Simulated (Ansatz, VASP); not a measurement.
One calculation of In, two programs

```
In
1.0
    -1.60199    1.62820    2.47557
     1.62820   -1.60199    2.47557
     1.52605    1.52605   -2.45834
In
1
Direct
  0.00000 0.00000 0.00000
```

Alike in both runs: task single point; functional LDA; k mesh 2 × 2 × 2; occupations fermi-dirac, width 0.1 eV; no spin polarisation.

```csv
,VASP,Ansatz
version,VASP 6.6.1,Ansatz 0.2.0
potentials or method,"VASP PAW LDA potentials, release 64 (In_d), cutoff 520 eV","plane waves (420 eV) with PAW, scalar-relativistic"
valence electrons in the cell,13,13
```

```csv
,VASP,Ansatz,Ansatz less VASP
pressure (GPa),-7.4,-7.4,0.00
"traceless stress, the component that is largest in VASP (GPa)",13.95,13.87,-0.086
```

Ansatz warns that its potentials were made for another functional, while VASP's fit it. LDA's correlation is that of Perdew and Zunger in VASP and of Perdew and Wang (1992) in Ansatz.

The k mesh is coarse, so the values compare programs but aren't converged.
